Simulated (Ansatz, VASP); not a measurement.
# HfB2 in VASP and in Ansatz

Contents of INCAR:

```
SYSTEM = HfB2
ALGO = Normal ; EDIFF = 1E-6
EDIFFG = -0.01 ; ENCUT = 600
GGA = PE ; IBRION = 2
ISIF = 3 ; ISMEAR = -1
LASPH = .True. ; LCHARG = .False.
LDAU = .True. ; LDAUJ = 0 0
LDAUL = 2 -1 ; LDAUPRINT = 1
LDAUTYPE = 2 ; LDAUU = 5 0
LMAXMIX = 4 ; LREAL = .False.
LWAVE = .False. ; NELM = 150
NSW = 60 ; PREC = Accurate
SIGMA = 0.05
```

File KPOINTS:

```
k-points
0
Gamma
  10 10 8
  0 0 0
```

File POSCAR:

```
HfB2
1.0
    3.1400000000      0.0000000000      0.0000000000
   -1.5700000000      2.7193197679      0.0000000000
    0.0000000000      0.0000000000      3.4800000000
Hf B
1 2
Direct
    0.0000000000      0.0000000000      0.0000000000
    0.6666666667      0.3333333333      0.5000000000
    0.3333333333      0.6666666667      0.5000000000
```

The input input.yaml:

```yaml
crystal:
  lattice:
    - [3.14, 0.0, 0.0]
    - [-1.57, 2.7193197679, 0.0]
    - [0.0, 0.0, 3.48]
  atoms:
    - { symbol: Hf, position: [0.0, 0.0, 0.0] }
    - { symbol: B, position: [0.6666666667, 0.3333333333, 0.5] }
    - { symbol: B, position: [0.3333333333, 0.6666666667, 0.5] }
hamiltonian:
  xc: pbe
  pseudopotentials: { kind: paw }
  hubbard: { sites: [{ species: Hf, l: d, u_eff: 5.0 }] }
kpoints:
  mp_grid: { grid: [10, 10, 8] }
scf:
  occupations: { method: fermi_dirac, width: 0.05 }
output:
  forces: true
  stress: true
  eigenvalues: true
relax:
  f_tol: 0.01
  max_steps: 40
  cell: { stress_tol: 0.05 }
```

Alike in both runs: task relaxation of cell and atoms; functional PBE; k mesh 10 × 10 × 8; occupations fermi-dirac, width 0.05 eV; no spin polarisation; Hubbard terms Hf d U = 5.0 eV.

|  | VASP | Ansatz |
| --- | --- | --- |
| version | VASP 6.6.1 | Ansatz 0.2.0 |
| potentials or method | VASP PAW PBE potentials, release 64 (Hf_pv, B) | Ansatz PAW |
| plane-wave cutoff (eV) | 600 | 420 |
| valence electrons in the cell | 16 | 32 |

|  | VASP | Ansatz | Ansatz less VASP |
| --- | --- | --- | --- |
| gap on the k mesh at the Fermi level, each at its own relaxed structure (eV) | none | none | - |
| relaxed volume (Å³/atom) | 10.54 | 10.19 | -0.351 |
| relaxed cell length with the largest relative difference (Å) | 3.601 | 3.554 | -0.0473 |

The programs project onto different local orbitals, so the same U acts differently, and such runs can settle in different states. A gap of «none» marks a metal or a gap that the smearing closes. VASP's potentials hold 16 valence electrons a cell and Ansatz's 32, so a difference there can come from the potentials and not from the codes.

Neither program's run includes spin-orbit coupling. Noted on Ansatz's run: the plane-wave basis is chosen anew once the cell has moved, so the energies of steps on either side of that aren't comparable.
